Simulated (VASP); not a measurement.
# RbCl (Fm-3m) in VASP: single point with PBE

Aim: the single point of RbCl with PBE.

Program: VASP 6.6.1. These are calculated values, not measurements. Logs are shortened: lines on timing, memory, paths and dates and some standing lists are left out, and cuts for length are marked.

## (1) The cell of the first run

Symmetry: Fm-3m, No. 225, cubic system. The conventional cell has a = 6.548 Å, b = 6.548 Å, c = 6.548 Å, α = 90.00°, β = 90.00°, γ = 90.00°. Rb (site symmetry m-3m) has 6 Cl at 3.27 Å within 4.3 Å. Cl (site symmetry m-3m) has 6 Rb at 3.27 Å within 4.3 Å.

## (2) Single point, PBE

File INCAR:

```
SYSTEM = RbCl
ALGO = Normal
EDIFF = 1E-6
ENCUT = 500
GGA = PE
GGA_COMPAT = .FALSE.
ISIF = 2
ISMEAR = 0
LASPH = .TRUE.
LCHARG = .FALSE.
LREAL = .FALSE.
LWAVE = .FALSE.
NBANDS = 15
NELM = 120
PREC = Accurate
SIGMA = 0.01
```

File KPOINTS:

```
k-points
0
G
  6 6 6
  0 0 0
```

File POSCAR:

```
RbCl
1.0
    0.0000000000      3.2740000000      3.2740000000
    3.2740000000      0.0000000000      3.2740000000
    3.2740000000      3.2740000000      0.0000000000
Rb Cl
1 1
Direct
    0.0000000000      0.0000000000      0.0000000000
    0.5000000000      0.5000000000      0.5000000000
```

Potentials or basis: VASP PAW PBE potentials, release 64 (Rb_sv, Cl).

Command:

```sh
cat potpaw_PBE.64/Rb_sv/POTCAR potpaw_PBE.64/Cl/POTCAR > POTCAR
mpirun -np 1 vasp_std > vasp.out
```

OUTCAR:

```text
SYSTEM = RbCl
   EDIFF = 1E-6
   ENCUT = 500
   GGA = PE
   ISIF = 2
   ISMEAR = 0
   LASPH = .TRUE.
   LREAL = .FALSE.
   NELM = 120
   PREC = Accurate

 ion  position               nearest neighbor table
   1  0.000  0.000  0.000-   2 3.27   2 3.27   2 3.27   2 3.27   2 3.27   2 3.27
   2  0.500  0.500  0.500-   1 3.27   1 3.27   1 3.27   1 3.27   1 3.27   1 3.27

  LATTYP: Found a face centered cubic cell.
 ALAT       =     6.5480000000

  Lattice vectors:

 A1 = (   0.0000000000,   3.2740000000,   3.2740000000)
 A2 = (   3.2740000000,   0.0000000000,   3.2740000000)
 A3 = (   3.2740000000,   3.2740000000,   0.0000000000)

Analysis of symmetry for initial positions (statically):
=====================================================================
 Subroutine PRICEL returns:
 Original cell was already a primitive cell.

 Routine SETGRP: Setting up the symmetry group for a
 face centered cubic supercell.

 Subroutine GETGRP returns: Found 48 space group operations
 (whereof 48 operations were pure point group operations)
 out of a pool of 48 trial point group operations.

The static configuration has the point symmetry O_h .

Analysis of symmetry for dynamics (positions and initial velocities):
=====================================================================
 Subroutine PRICEL returns:
 Original cell was already a primitive cell.

 Routine SETGRP: Setting up the symmetry group for a
 face centered cubic supercell.

 Subroutine GETGRP returns: Found 48 space group operations
 (whereof 48 operations were pure point group operations)
 out of a pool of 48 trial point group operations.

The dynamic configuration has the point symmetry O_h .

 Subroutine INISYM returns: Found 48 space group operations
 (whereof 48 operations are pure point group operations),
 and found     1 'primitive' translations

----------------------------------------------------------------------------------------

                                     Primitive cell

  volume of cell :      70.1885

  direct lattice vectors                    reciprocal lattice vectors
     0.000000000  3.274000000  3.274000000    -0.152718387  0.152718387  0.152718387
     3.274000000  0.000000000  3.274000000     0.152718387 -0.152718387  0.152718387
     3.274000000  3.274000000  0.000000000     0.152718387  0.152718387 -0.152718387

  length of vectors
[... 82 lines left out ...]
   TEBEG  =    0.0;   TEEND  =   0.0 temperature during run
   PSTRESS=    0.0 pullay stress
   NELECT =      16.0000    total number of electrons
   NUPDOWN=      -1.0000    fix difference up-down
   EMIN   =  10.00;   EMAX   =-10.00  energy-range for DOS
   EFERMI =   0.00;   METHOD = LEGACY
   ISMEAR =     0;   SIGMA  =   0.01  broadening in eV -4-tet -1-fermi 0-gaus
   EFERMI_NEDOS =   21; number of points for ismear=-14 and -15
   IALGO  =     38    algorithm
   IMIX   =      4    mixing-type and parameters
     AMIX     =   0.40;   BMIX     =  1.00
     AMIX_MAG =   1.60;   BMIX_MAG =  1.00
  volume/ion in A,a.u.               =      35.09       236.83
  Fermi-wavevector in a.u.,A,eV,Ry     =   1.000060  1.889840 13.607465  1.000120
  Thomas-Fermi vector in A             =   2.132392
   LORBIT       =      0    0 simple, 1 ext, 2 COOP (PROOUT), +10 PAW based schemes
   GGA     = PE    functional components
   LHFCALC =     F    Hartree Fock is set to
   AEXX    =    0.0000 exact exchange contribution
   IVDW    =     0    specifies the selected vdW correction
   LEPSILON=     F    determine dielectric tensor
   LRPA    =     F    only Hartree local field effects (RPA)
 non-spin polarized calculation
 Gauss-broadening in eV      SIGMA  =   0.01
  energy-cutoff  :      500.00
  volume of cell :       70.19
 maximum number of plane-waves:      1807
 NGX is ok and might be reduce to    36
   NGX = 17   NGY = 17   NGZ = 17

 number of electron      16.0000001 magnetization

 Free energy of the ion-electron system (eV)
  ---------------------------------------------------
  ext. energy  EPLUGINS =         0.00000000
  ---------------------------------------------------
  free energy    TOTEN  =        -6.65811511 eV

  energy without entropy =       -6.65811511  energy(sigma->0) =       -6.65811511

 E-fermi :  -1.7621     XC(G=0):  -7.4134

 val. band max:       -1.8203830554   @ k =   0.0000   0.0000   0.0000
 cond. band min:       3.2264000403   @ k =   0.0000   0.0000   0.0000
 fundamental gap:      5.0467830958
 Fermi energy:        -1.7621102924

 k-point     1 :       0.0000    0.0000    0.0000
  band No.  band energies     occupation
      1     -25.7070      2.00000
      2     -13.8324      2.00000
      3      -9.7558      2.00000
      4      -9.7558      2.00000
      5      -9.7558      2.00000
      6      -1.8204      2.00000
      7      -1.8204      2.00000
      8      -1.8204      2.00000
      9       3.2264      0.00000
     10       6.1833      0.00000
     11       6.1833      0.00000
     12       6.1833      0.00000
     13       7.1766      0.00000
     14       7.1766      0.00000
[... 257 lines left out ...]
      2     -13.8094      2.00000
      3      -9.9870      2.00000
      4      -9.9042      2.00000
      5      -9.7725      2.00000
      6      -2.1900      2.00000
      7      -2.1048      2.00000
      8      -1.9984      2.00000
      9       5.0903      0.00000
     10       6.7851      0.00000
     11       7.0653      0.00000
     12       8.0993      0.00000
     13       9.0914      0.00000
     14      10.0085      0.00000
     15      10.5467      0.00000

------------------------ aborting loop because EDIFF is reached ----------------------------------------

  FORCE on cell =-STRESS in cart. coord.  units (eV):
  Direction    XX          YY          ZZ          XY          YZ          ZX
  --------------------------------------------------------------------------------------
  -------------------------------------------------------------------------------------
  Total        0.5041963      0.5041963      0.5041963     -0.0000000     -0.0000000      0.0000000
  in kB       11.5091764     11.5091764     11.5091764     -0.0000000     -0.0000000      0.0000000
  external PRESSURE =      11.5091764 kB  Pullay stress =       0.0000000 kB

 VOLUME and BASIS-vectors are now :
 -----------------------------------------------------------------------------
  energy-cutoff  :      500.00
  volume of cell :       70.19
      direct lattice vectors                 reciprocal lattice vectors
     0.000000000  3.274000000  3.274000000    -0.152718387  0.152718387  0.152718387
     3.274000000  0.000000000  3.274000000     0.152718387 -0.152718387  0.152718387
     3.274000000  3.274000000  0.000000000     0.152718387  0.152718387 -0.152718387

 POSITION                                       TOTAL-FORCE (eV/Angst)
 -----------------------------------------------------------------------------------
      0.00000      0.00000      0.00000         0.000000     -0.000000      0.000000
      3.27400      3.27400      3.27400        -0.000000      0.000000     -0.000000
 -----------------------------------------------------------------------------------
    total drift:                                0.000000      0.000000      0.000000

  FREE ENERGIE OF THE ION-ELECTRON SYSTEM (eV)
  ---------------------------------------------------
  free  energy   TOTEN  =        -6.6581151128 eV

  energy  without entropy=       -6.6581151128  energy(sigma->0) =       -6.65811511
```

OSZICAR:

```text
N       E                     dE             d eps       ncg     rms          rms(c)
DAV:   1     0.841749488614E+02    0.84175E+02   -0.66845E+03   480   0.894E+02
DAV:   2    -0.116387035024E+01   -0.85339E+02   -0.76564E+02   682   0.169E+02
DAV:   3    -0.687195902775E+01   -0.57081E+01   -0.56849E+01   627   0.446E+01
DAV:   4    -0.701437813766E+01   -0.14242E+00   -0.14240E+00   710   0.702E+00
DAV:   5    -0.701582299242E+01   -0.14449E-02   -0.14448E-02   636   0.666E-01    0.325E+00
DAV:   6    -0.666390957538E+01    0.35191E+00   -0.49029E-01   599   0.346E+00    0.249E+00
DAV:   7    -0.664261956232E+01    0.21290E-01   -0.12110E-01   620   0.185E+00    0.147E+00
DAV:   8    -0.665641325175E+01   -0.13794E-01   -0.16102E-02   601   0.791E-01    0.163E-01
DAV:   9    -0.665749870116E+01   -0.10854E-02   -0.13672E-03   613   0.199E-01    0.102E-01
DAV:  10    -0.665809290099E+01   -0.59420E-03   -0.52676E-04   522   0.143E-01    0.153E-02
DAV:  11    -0.665810787520E+01   -0.14974E-04   -0.21478E-05   642   0.299E-02    0.867E-03
DAV:  12    -0.665811501707E+01   -0.71419E-05   -0.12272E-05   508   0.218E-02    0.260E-03
DAV:  13    -0.665811511275E+01   -0.95680E-07   -0.17248E-07   541   0.297E-03
   1 F= -.66581151E+01 E0= -.66581151E+01  d E =-.140174E-18
```

stdout:

```text
POSCAR found type information on POSCAR RbCl
 POSCAR found :  2 types and       2 ions
 scaLAPACK will be used
 LDA part: xc-table for (Slater+PW92), standard interpolation
 POSCAR, INCAR and KPOINTS ok, starting setup
 FFT: planning ... GRIDC
 FFT: planning ... GRID_SOFT
 FFT: planning ... GRID
 WAVECAR not read
 entering main loop
```

Run time: 17 s. Hardware: 1 thread of Intel Xeon 8259CL, shared host; peak memory 0.2 GiB.

What came out:

```
Free energy            : -6.6581 eV
Pressure               : 1.2 GPa
Band gap on the k mesh : 5.05 eV
```
